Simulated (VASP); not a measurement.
## Mg: single point with PBE

The system is Mg.

```
Mg
1.0
    -1.83599    1.84859    1.69317
     1.83599   -1.82340    1.66563
     1.83599    1.82340   -1.66563
Mg
1
Direct
  0.00000 0.00000 0.00000
```

This cell differs from its parent crystal: strain +0.0150 x Voigt [0, 0, 0, 1, 0, 0].

* Program: VASP 6.6.1
* Task: single point
* Functional: PBE
* Potentials or basis: VASP PAW PBE potentials, release 64 (Mg)
* Cutoff: 520 eV
* k mesh: 20 × 20 × 20
* Occupations: gaussian, width 0.15 eV
* Spin: no spin polarisation

```
Pressure               : 0.4 GPa
Band gap on the k mesh : zero (band 1 reaches 5.94 eV, above the bottom of band 2 at 1.40 eV)
```

Stress tensor (GPa, compression positive):
```
 0.33  0.00  0.00
 0.00  0.31 -0.55
 0.00 -0.55  0.67
```

Levels at points of the mesh, in eV from the Fermi level:
| k point | band 1 | band 2 | band 3 | band 4 |
| --- | --- | --- | --- | --- |
| (0.00, 0.00, 0.00) | -7.02 | 11.94 | 13.74 | 13.81 |
| (0.50, 0.00, 0.00) | -1.44 | -0.79 | 8.23 | 9.09 |
| (0.00, 0.50, 0.00) | -1.37 | -0.69 | 8.18 | 8.94 |
| (0.50, 0.50, 0.00) | -1.77 | -1.34 | 9.79 | 10.49 |
| (0.00, 0.50, 0.50) | -1.30 | -0.58 | 8.14 | 8.86 |
| (0.50, 0.50, 0.50) | 3.21 | 3.21 | 3.57 | 4.14 |

It took 60 s on 1 thread of Intel(R) Xeon(R) 6975P-C (Granite Rapids), with other jobs on the host, peak memory 0.44 GiB.

Caveat: the cell differs from its parent crystal (strain +0.0150 x Voigt [0, 0, 0, 1, 0, 0]).
